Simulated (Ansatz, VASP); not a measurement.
**Two plane-wave programs on NaH**

File INCAR:

```
SYSTEM = NaH
PREC = Accurate
ENCUT = 520
EDIFF = 1E-7
ISMEAR = -1
SIGMA = 0.02
LREAL = .False.
LASPH = .True.
NELM = 60
ALGO = Normal
ISIF = 2
LWAVE = .False.
LCHARG = .True.
GGA = PE
LELF = .True.
LVHAR = .True.
NBANDS = 11
```

KPOINTS

```
Automatic mesh
0
Gamma
  8 8 8
  0 0 0
```

File POSCAR:

```
NaH
1.0
    0.0000000000      2.5969210561      2.5969210561
    2.5969210561      0.0000000000      2.5969210561
    2.5969210561      2.5969210561      0.0000000000
Na H
1 1
Direct
    0.0000000000      0.0000000000      0.0000000000
    0.2500000000      0.2500000000      0.2500000000
```

Input for Ansatz:

```yaml
crystal:
  lattice:
    - [0.0, 2.5969210561, 2.5969210561]
    - [2.5969210561, 0.0, 2.5969210561]
    - [2.5969210561, 2.5969210561, 0.0]
  atoms:
    - { symbol: Na, position: [0.0, 0.0, 0.0] }
    - { symbol: H, position: [0.25, 0.25, 0.25] }
kpoints:
  mp_grid: { grid: [8, 8, 8] }
  band_path:
    path:
      - [0.0, 0.0, 0.0]
      - [-0.5, -0.5, 0.0]
      - [-0.375, -0.375, 0.25]
      - [-0.375, 0.0, 0.375]
      - [0.0, 0.0, 0.5]
      - [-0.5, -0.25, 0.25]
    npoints: 1
hamiltonian:
  xc: pbe
scf:
  occupations: { method: fermi_dirac, width: 0.02 }
  n_extra_bands: 4
output:
  forces: true
  stress: true
  eigenvalues: true
```

Alike in both runs: task single point; functional PBE; k mesh 8 × 8 × 8; occupations fermi-dirac, width 0.02 eV; no spin polarisation.

|  | VASP | Ansatz |
| --- | --- | --- |
| version | VASP 6.6.1 | Ansatz 0.2.0 |
| potentials or method | VASP PAW PBE potentials, release 64 (Na_pv, H) | plane waves, PAW |
| plane-wave cutoff (eV) | 520 | 420 |
| valence electrons in the cell | 8 | 10 |

|  | VASP | Ansatz | Ansatz less VASP |
| --- | --- | --- | --- |
| gap on the k mesh at the Fermi level (eV) | 3.61 | 3.61 | +0.002 |
| pressure (GPa) | 0.2 | 0.2 | +0.02 |

VASP's potentials hold 8 valence electrons a cell and Ansatz's 10, so a difference there can come from the potentials and not from the codes.
